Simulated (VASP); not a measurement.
A run of VASP 6.6.1:

The input INCAR:

```
SYSTEM = TiC
PREC     = Accurate       ! precision mode
ENCUT    = 520            ! plane-wave cutoff, eV
EDIFF    = 1E-7           ! SCF threshold, eV
ISMEAR   = 0              ! smearing method
SIGMA    = 0.05           ! smearing width, eV
LREAL    = .False.        ! projectors in reciprocal space
LASPH    = .True.         ! aspherical terms in the spheres
NELM     = 150            ! most SCF steps
ALGO     = Normal         ! electronic algorithm
ISIF     = 2              ! what is computed and relaxed
LWAVE    = .False.        ! write WAVECAR
LCHARG   = .False.        ! write CHGCAR
ISPIN    = 2              ! spin polarisation
MAGMOM   = 1.5 1.5 0.5 0.5 ! initial moments
LORBIT   = 11             ! projections on sites
LMAXMIX  = 4              ! l up to which the mixer works
GGA      = PE             ! functional
NBANDS   = 28             ! bands
```

File KPOINTS:

```
Automatic mesh
0
Gamma
  1 1 17
  0 0 0
```

The input POSCAR:

```
TiC
1.0
   11.0000000000      0.0000000000      0.0000000000
    0.0000000000      9.3000000000      0.0000000000
    0.0000000000      0.0000000000      3.9895254110
Ti C
2 2
Direct
    0.4095837345      0.5000000000      0.0000000000
    0.5904162655      0.5000000000      0.5000000000
    0.4167074563      0.5000000000      0.5000000000
    0.5832925437      0.5000000000      0.0000000000
```

Potentials or basis: VASP PAW PBE potentials, release 64 (Ti_sv, C).

Command:

```sh
$ cat potpaw_PBE.64/Ti_sv/POTCAR potpaw_PBE.64/C/POTCAR > POTCAR
$ mpirun -np 1 vasp_std > vasp.out
```

Hardware: 1 thread of Intel(R) Xeon(R) Platinum 8488C (Sapphire Rapids), with other jobs on the host.

Task: Estimate the wall time of this run.

Result: Wall time 8.2 min on 1 thread of Intel(R) Xeon(R) Platinum 8488C (Sapphire Rapids), with other jobs on the host, peak memory 0.64 GiB. Counts: scf iterations 33, k points 9.
